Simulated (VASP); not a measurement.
The system is TePb.

```
CELL_PARAMETERS angstrom
3.97543 0.00000 0.00000
0.00000 3.97543 0.00000
0.00000 0.00000 3.97543
ATOMIC_POSITIONS crystal
Pb 0.00000 0.00000 0.00000
Te 0.50000 0.50000 0.50000
```

Base run:

* Program: VASP 6.6.1
* Functional: r2SCAN
* Potentials or basis: VASP PAW PBE potentials, release 64 (Pb_d, Te)
* Cutoff: 550 eV
* k mesh: 7 × 7 × 7
* Occupations: fermi-dirac, width 0.05 eV
* Spin: no spin polarisation

Its results: band gap on the k mesh zero (bands 10 and 11 overlap by 0.69 eV); pressure 0.7 GPa.

Q: The run is repeated on the same cell with these changes: functional from r2SCAN to r2SCAN0; cutoff from 550 eV to 520 eV; k mesh from 7 × 7 × 7 to 4 × 4 × 4. What comes out?

A: Band gap on the k mesh zero (bands 10 and 11 overlap by 1.59 eV); pressure 0.3 GPa.

Several settings changed at once.

Caveats: some runs use coarse meshes; the PAW data sets were made with another functional, which shifts forces and pressure a little; spin-orbit coupling is left out, which moves the levels of the heavy elements; semilocal functionals underestimate gaps, so a narrow gap can read as zero (at least some runs).
